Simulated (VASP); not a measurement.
Runs of VASP 6.6.1 on ZrS. The structure is that of space group Fm-3m (No. 225), or close to it. The cells are those of the table. 

```csv
cell,gap on the mesh (eV),pressure (GPa)
"a = 3.653, b = 3.653, c = 5.114 Å, 4 atoms",none,(a)
"a = 3.653, b = 3.653, c = 5.063 Å, 4 atoms",none,3.5
"a = 3.763, b = 3.626, c = 5.127 Å, 4 atoms",none,-1.8
"a = 3.726, b = 3.635, c = 5.140 Å, 4 atoms",none,-1.2
"a = 3.653, b = 3.653, c = 5.011 Å, 4 atoms",none,(b)
"a = 3.653, b = 3.653, c = 5.166 Å, 4 atoms",none,0.2
```

Alike in all rows: task single point; level PBEsol; potentials or basis VASP PAW PBE potentials, release 64 (Zr_sv, S); no spin polarisation; k mesh 14 × 14 × 10; cutoff (eV) 520; smearing gaussian 0.1 eV.

Q: Estimate the missing entries.

A: (a) 1.7; (b) 5.4.

Caveats: the PAW data sets were made with another functional, which shifts forces and pressure a little; the stress differs along the axes, from 1 to 8 GPa (at least some runs); the stress differs along the axes, from -4 to 2 GPa (at least some runs); the stress differs along the axes, from 2 to 13 GPa (at least some runs).

A k mesh can miss the band edges, and the runs leave out spin-orbit coupling on Zr.

A gap of «none» marks levels without a gap at the run's occupations.
